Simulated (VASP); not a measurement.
# W (Im-3m) in VASP: a series of runs

Runs on W. Level: PBE. Tasks: single point, relaxation of cell and atoms.

Program: VASP 6.6.1. These are calculated values, not measurements. Logs are shortened: lines on timing, memory, paths and dates and some standing lists are left out, and cuts for length are marked.

## (1) The cell of the first run

Symmetry: Im-3m, No. 229, cubic system. The conventional cell has a = 3.185 Å, b = 3.185 Å, c = 3.185 Å, α = 90.00°, β = 90.00°, γ = 90.00°. W (site symmetry m-3m) has 14 W at 2.76 to 3.18 Å within 3.6 Å.

## (2) Single point, PBE

INCAR reads:

```
SYSTEM = W
PREC = Accurate
ENCUT = 520
EDIFF = 1E-6
ISMEAR = -1
SIGMA = 0.05
LREAL = .False.
LASPH = .True.
NELM = 60
ALGO = Normal
ISIF = 2
LWAVE = .False.
LCHARG = .False.
GGA = PE
NBANDS = 13
```

KPOINTS reads:

```
Automatic mesh
0
Gamma
  11 11 11
  0 0 0
```

POSCAR reads:

```
W
1.0
   -1.5924282781      1.5924282781      1.5924282781
    1.5924282781     -1.5924282781      1.5924282781
    1.5924282781      1.5924282781     -1.5924282781
W
1
Direct
    0.0000000000      0.0000000000      0.0000000000
```

Potentials or basis: VASP PAW PBE potentials, release 64 (W_sv).

Command:

```
$ cat potpaw_PBE.64/W_sv/POTCAR > POTCAR
$ mpirun -np 1 vasp_std > vasp.out
```

OUTCAR:

```text
SYSTEM = W
   PREC = Accurate
   ENCUT = 520
   EDIFF = 1E-6
   ISMEAR = -1
   LREAL = .False.
   LASPH = .True.
   NELM = 60
   ISIF = 2
   GGA = PE

 ion  position               nearest neighbor table
   1  0.000  0.000  0.000-

  LATTYP: Found a body centered cubic cell.
 ALAT       =     3.1848565562

  Lattice vectors:

 A1 = (  -1.5924282781,   1.5924282781,   1.5924282781)
 A2 = (   1.5924282781,  -1.5924282781,   1.5924282781)
 A3 = (   1.5924282781,   1.5924282781,  -1.5924282781)

Analysis of symmetry for initial positions (statically):
=====================================================================
 Subroutine PRICEL returns:
 Original cell was already a primitive cell.

 Routine SETGRP: Setting up the symmetry group for a
 body centered cubic supercell.

 Subroutine GETGRP returns: Found 48 space group operations
 (whereof 48 operations were pure point group operations)
 out of a pool of 48 trial point group operations.

The static configuration has the point symmetry O_h .

Analysis of symmetry for dynamics (positions and initial velocities):
=====================================================================
 Subroutine PRICEL returns:
 Original cell was already a primitive cell.

 Routine SETGRP: Setting up the symmetry group for a
 body centered cubic supercell.

 Subroutine GETGRP returns: Found 48 space group operations
 (whereof 48 operations were pure point group operations)
 out of a pool of 48 trial point group operations.

The dynamic configuration has the point symmetry O_h .

 Subroutine INISYM returns: Found 48 space group operations
 (whereof 48 operations are pure point group operations),
 and found     1 'primitive' translations

----------------------------------------------------------------------------------------

                                     Primitive cell

  volume of cell :      16.1525

  direct lattice vectors                    reciprocal lattice vectors
    -1.592428278  1.592428278  1.592428278     0.000000000  0.313985884  0.313985884
     1.592428278 -1.592428278  1.592428278     0.313985884  0.000000000  0.313985884
     1.592428278  1.592428278 -1.592428278     0.313985884  0.313985884  0.000000000

  length of vectors
     2.758166685  2.758166685  2.758166685     0.444043095  0.444043095  0.444043095

  position of ions in fractional coordinates (direct lattice)
     0.000000000  0.000000000  0.000000000

  ion indices of the primitive-cell ions
   primitive index   ion index
                 1           1

----------------------------------------------------------------------------------------

 KPOINTS: Automatic mesh

Automatic generation of k-mesh.
 Grid dimensions read from file:
 generate k-points for:   11   11   11

 Generating k-lattice:

  Cartesian coordinates                     Fractional coordinates (reciprocal lattice)
     0.000000000  0.028544171  0.028544171     0.090909091  0.000000000  0.000000000
     0.028544171  0.000000000  0.028544171     0.000000000  0.090909091  0.000000000
     0.028544171  0.028544171  0.000000000     0.000000000  0.000000000  0.090909091

  Length of vectors
     0.040367554  0.040367554  0.040367554

  Shift w.r.t. Gamma in fractional coordinates (k-lattice)
     0.000000000  0.000000000  0.000000000

 Subroutine IBZKPT returns following result:
 ===========================================

 Found     56 irreducible k-points:

 Following reciprocal coordinates:
            Coordinates               Weight
  0.000000  0.000000  0.000000      1.000000
  0.090909  0.000000  0.000000     12.000000
  0.181818  0.000000  0.000000     12.000000
  0.272727  0.000000  0.000000     12.000000
  0.363636  0.000000  0.000000     12.000000
  0.454545  0.000000  0.000000     12.000000
[... 16 lines left out ...]
  0.272727  0.181818  0.090909     48.000000
  0.363636  0.181818  0.090909     24.000000
 [... further k-points ...]
   k-points           NKPTS =     56   k-points in BZ     NKDIM =     56   number of bands    NBANDS=     13
   number of dos      NEDOS =    301   number of ions     NIONS =      1
   total plane-waves  NPLWV =  13824
   dimension x,y,z NGX =    24 NGY =   24 NGZ =   24
   dimension x,y,z NGXF=    48 NGYF=   48 NGZF=   48
   ions per type =               1
   NGX,Y,Z   is equivalent  to a cutoff of  14.47, 14.47, 14.47 a.u.
   NGXF,Y,Z  is equivalent  to a cutoff of  28.93, 28.93, 28.93 a.u.
 SYSTEM =  W
   PREC   = accura    normal or accurate (medium, high low for compatibility)
   ISTART =      0    job   : 0-new  1-cont  2-samecut
   ICHARG =      2    charge: 1-file 2-atom 10-const
   ISPIN  =      1    spin polarized calculation?
   LNONCOLLINEAR =      F non collinear calculations
   LSORBIT =      F    spin-orbit coupling
   LASPH  =      T    aspherical Exc in radial PAW
   ENCUT  =  520.0 eV  38.22 Ry    6.18 a.u.   5.13  5.13  5.13*2*pi/ulx,y,z
   NELM   =     60;   NELMIN=  2; NELMDL= -5     # of ELM steps
   EDIFF  = 0.1E-05   stopping-criterion for ELM
   LREAL  =      F    real-space projection
   EDIFFG = 0.1E-04   stopping-criterion for IOM
   NSW    =      0    number of steps for IOM
   IBRION =     -1    ionic relax: 0-MD 1-quasi-New 2-CG
   NFREE  =      0    steps in history (QN), initial steepest desc. (CG)
   ISIF   =      2    stress and relaxation
   ISYM   =      2    0-nonsym 1-usesym 2-fastsym
   POTIM  = 0.5000    time-step for ionic-motion
   TEBEG  =    0.0;   TEEND  =   0.0 temperature during run
   PSTRESS=    0.0 pullay stress
   NELECT =      14.0000    total number of electrons
   NUPDOWN=      -1.0000    fix difference up-down
   EMIN   =  10.00;   EMAX   =-10.00  energy-range for DOS
   EFERMI =   0.00;   METHOD = LEGACY
   ISMEAR =    -1;   SIGMA  =   0.05  broadening in eV -4-tet -1-fermi 0-gaus
   EFERMI_NEDOS =   21; number of points for ismear=-14 and -15
   IALGO  =     38    algorithm
   IMIX   =      4    mixing-type and parameters
     AMIX     =   0.40;   BMIX     =  1.00
     AMIX_MAG =   1.60;   BMIX_MAG =  1.00
  volume/ion in A,a.u.               =      16.15       109.00
  Fermi-wavevector in a.u.,A,eV,Ry     =   1.560885  2.949645 33.148726  2.436363
  Thomas-Fermi vector in A             =   2.664032
   LORBIT       =      0    0 simple, 1 ext, 2 COOP (PROOUT), +10 PAW based schemes
   GGA     = PE    functional components
   LHFCALC =     F    Hartree Fock is set to
   AEXX    =    0.0000 exact exchange contribution
   IVDW    =     0    specifies the selected vdW correction
   LEPSILON=     F    determine dielectric tensor
   LRPA    =     F    only Hartree local field effects (RPA)
 non-spin polarized calculation
  energy-cutoff  :      520.00
  volume of cell :       16.15
 maximum number of plane-waves:       446
 NGX is ok and might be reduce to    24
   NGX = 11   NGY = 11   NGZ = 11

 number of electron      14.0000002 magnetization

 Free energy of the ion-electron system (eV)
  ---------------------------------------------------
  ext. energy  EPLUGINS =         0.00000000
  ---------------------------------------------------
  free energy    TOTEN  =       -12.93661427 eV

  energy without entropy =      -12.93031620  energy(sigma->0) =      -12.93346523

 E-fermi :  11.1672     XC(G=0): -13.5345

 val. band max:       11.1502977053   @ k =   0.0909   0.0909   0.0000
 cond. band min:      11.2436170797   @ k =  -0.1818   0.2727   0.0909
 fundamental gap:      0.0933193744
 Fermi energy:        11.1671537245

 k-point     1 :       0.0000    0.0000    0.0000
  band No.  band energies     occupation
      1     -63.0343      2.00000
      2     -26.6233      2.00000
      3     -26.6233      2.00000
      4     -26.6233      2.00000
      5       1.6407      2.00000
      6       9.9765      2.00000
      7       9.9765      2.00000
      8       9.9765      2.00000
      9      13.3908      0.00000
     10      13.3908      0.00000
     11      25.6469      0.00000
     12      25.6469      0.00000
     13      25.6469      0.00000

 k-point     2 :       0.0909    0.0000    0.0000
  band No.  band energies     occupation
      1     -63.0247      2.00000
      2     -26.7266      2.00000
      3     -26.6557      2.00000
      4     -26.6238      2.00000
      5       2.0272      2.00000
      6       9.7460      2.00000
      7       9.9133      2.00000
      8      10.3518      2.00000
      9      13.0553      0.00000
     10      13.3958      0.00000
     11      25.9590      0.00000
     12      26.3063      0.00000
     13      26.5420      0.00000

 k-point     3 :       0.1818    0.0000    0.0000
  band No.  band energies     occupation
      1     -62.9985      2.00000
      2     -26.9967      2.00000
      3     -26.7418      2.00000
      4     -26.6250      2.00000
      5       3.0656      2.00000
      6       9.1835      2.00000
      7       9.6083      2.00000
      8      11.4444      0.00778
      9      12.6868      0.00000
     10      13.4536      0.00000
     11      26.3626      0.00000
     12      28.0228      0.00000
     13      28.1428      0.00000
[... 305 lines left out ...]
 k-point    23 :       0.2727    0.1818    0.0909
  band No.  band energies     occupation
      1     -62.9121      2.00000
      2     -27.6179      2.00000
      3     -27.0941      2.00000
      4     -26.8131      2.00000
      5       6.6380      2.00000
      6       7.8286      2.00000
      7       9.0270      2.00000
      8      13.6872      0.00000
      9      14.2278      0.00000
     10      18.9776      0.00000
     11      20.8896      0.00000
     12      24.6170      0.00000
     13      25.9088      0.00000

 k-point    24 :       0.3636    0.1818    0.0909
  band No.  band energies     occupation
      1     -62.9052      2.00000
      2     -27.6212      2.00000
      3     -27.1751      2.00000
      4     -26.8211      2.00000
      5       6.6066      2.00000
      6       7.7620      2.00000
      7       9.7707      2.00000
      8      13.7895      0.00000
      9      14.3266      0.00000
     10      19.4861      0.00000
     11      20.0294      0.00000
     12      23.9516      0.00000
     13      25.7810      0.00000

 [... further k-points ...]
[... 5 lines left out ...]
  --------------------------------------------------------------------------------------
  -------------------------------------------------------------------------------------
  Total        0.0490569      0.0490569      0.0490569      0.0000000      0.0000000      0.0000000
  in kB        4.8659913      4.8659913      4.8659913      0.0000000      0.0000000      0.0000000
  external PRESSURE =       4.8659913 kB  Pullay stress =       0.0000000 kB

 VOLUME and BASIS-vectors are now :
 -----------------------------------------------------------------------------
  energy-cutoff  :      520.00
  volume of cell :       16.15
      direct lattice vectors                 reciprocal lattice vectors
    -1.592428278  1.592428278  1.592428278     0.000000000  0.313985884  0.313985884
     1.592428278 -1.592428278  1.592428278     0.313985884  0.000000000  0.313985884
     1.592428278  1.592428278 -1.592428278     0.313985884  0.313985884  0.000000000

 POSITION                                       TOTAL-FORCE (eV/Angst)
 -----------------------------------------------------------------------------------
      0.00000      0.00000      0.00000         0.000000      0.000000     -0.000000
 -----------------------------------------------------------------------------------
    total drift:                                0.000000      0.000000     -0.000000

  FREE ENERGIE OF THE ION-ELECTRON SYSTEM (eV)
  ---------------------------------------------------
  free  energy   TOTEN  =       -12.9366142683 eV

  energy  without entropy=      -12.9303161974  energy(sigma->0) =      -12.93346523
```

Run time: 15 s. Hardware: 1 thread of Intel Xeon 8259CL, shared host; peak memory 0.14 GiB.

What came out:

```yaml
Free_energy: -12.9366 eV
Pressure: 0.5 GPa
Band_gap_on_the_k_mesh: zero (bands 7 and 8 overlap by 5.40 eV)
```

Caveat: spin-orbit coupling is left out, which moves the levels of the heavy elements.

[end of part 1 of 2]
